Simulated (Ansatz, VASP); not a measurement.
## Re in VASP and in Ansatz

INCAR

```
  PREC = Accurate
  ENCUT = 500
  EDIFF = 1E-7
  ISMEAR = -1
  SIGMA = 0.1
  LREAL = F
  LASPH = T
  NELM = 120
  ALGO = Normal
  ISIF = 3
  LWAVE = F
  LCHARG = F
  IBRION = 2
  NSW = 100
  EDIFFG = -0.002
  GGA_COMPAT = F
  NELMIN = 4
```

Contents of KPOINTS:

```
Automatic mesh
0
Gamma
  14 14 8
```

The input POSCAR:

```
Re
1.0
    2.7608000000      0.0000000000      0.0000000000
   -1.3804000000      2.3909229348      0.0000000000
    0.0000000000      0.0000000000      4.4582000000
Re
2
Direct
    0.3333333333      0.6666666667      0.2500000000
    0.6666666667      0.3333333333      0.7500000000
```

Input for Ansatz:

```yaml
crystal:
  lattice:
    - [2.76080000001, 0.0, 0.0]
    - [-1.38040000001, 2.39092293478, 0.0]
    - [0.0, 0.0, 4.4582]
  atoms:
    - { symbol: Re, position: [0.333333333333, 0.666666666667, 0.25] }
    - { symbol: Re, position: [0.666666666667, 0.333333333333, 0.75] }
kpoints:
  mp_grid: { grid: [14, 14, 8] }
scf:
  occupations: { method: fermi_dirac, width: 0.1 }
hamiltonian:
  xc: lda
  pseudopotentials: { kind: paw }
relax:
  f_tol: 0.002
  max_steps: 80
  cell: {}
output:
  forces: true
  stress: true
```

Alike in both runs: task relaxation of cell and atoms; functional LDA; k mesh 14 × 14 × 8; occupations fermi-dirac, width 0.1 eV; no spin polarisation.

```csv
,VASP,Ansatz
version,VASP 6.6.1,Ansatz 0.2.0
potentials or method,"VASP PAW LDA potentials, release 64 (Re_sv_GW)","PAW with Ansatz's default frozen-core files, scalar-relativistic"
plane-wave cutoff (eV),500,420
valence electrons in the cell,30,30
```

Ansatz gave:

```
relaxed volume (Å³/atom)                                     : 14.34
relaxed cell length with the largest relative difference (Å) : 4.417
```

**Question.** Which values does VASP return?

**Answer.** Relaxed volume (Å³/atom): 14.31; relaxed cell length with the largest relative difference (Å): 4.413.

LDA's correlation is that of Perdew and Zunger in VASP and of Perdew and Wang (1992) in Ansatz.

Spin-orbit coupling is off throughout.
